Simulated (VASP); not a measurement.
Wanted: the native input for a VASP 6.6.1 run.

```yaml
Task: relaxation of shape and atoms at fixed volume
Functional: PBE
Potentials_or_basis: VASP PAW PBE potentials, release 64 (Fe)
Cutoff: 600 eV
k_mesh: 21 × 21 × 12
Occupations: gaussian, width 0.1 eV
Spin: no spin polarisation
Dipole_correction: no
Further_INCAR_settings: ALGO = Normal; EDIFF = 1e-06; IBRION = 2; EDIFFG = -0.01; NSW = 50; ISIF = 4
```

The structure of Fe lies in POSCAR:

```
Fe
1.0
    2.4850021622      0.0000000000      0.0000000000
   -1.2425010811      2.1520750009      0.0000000000
    0.0000000000      0.0000000000      3.9284664266
Fe
2
Direct
    0.3333333333      0.6666666667      0.2500000000
    0.6666666667      0.3333333333      0.7500000000
```

This isn't the form of Fe at room conditions, which is bcc.

These files were run (other wordings do the same):

INCAR

```
  PREC = Accurate
  ENCUT = 600
  EDIFF = 1E-6
  ISMEAR = 0
  SIGMA = 0.1
  LREAL = False
  LASPH = True
  NELM = 60
  ALGO = Normal
  ISIF = 4
  LWAVE = False
  LCHARG = False
  GGA = PE
  IBRION = 2
  NSW = 50
  EDIFFG = -0.01
```

KPOINTS

```
regular mesh
0
Gamma
  21 21 12
```

Potentials or basis: VASP PAW PBE potentials, release 64 (Fe).

Run with:

```console
$ cat potpaw_PBE.64/Fe/POTCAR > POTCAR
$ mpirun -np 1 vasp_std > vasp.out
```

It gave:

```
Energy gained by relaxing : 0.0 meV/atom
Ionic steps               : 2
Pressure after relaxing   : -8.6 GPa
Band gap on the k mesh    : zero (bands 8 and 9 overlap by 1.79 eV)
```

Caveat: the run has no spin polarisation, though such a crystal can be magnetic.

Wall time 39 s on 1 thread of Intel(R) Xeon(R) 6975P-C (Granite Rapids) (shared host), peak memory 0.22 GiB.
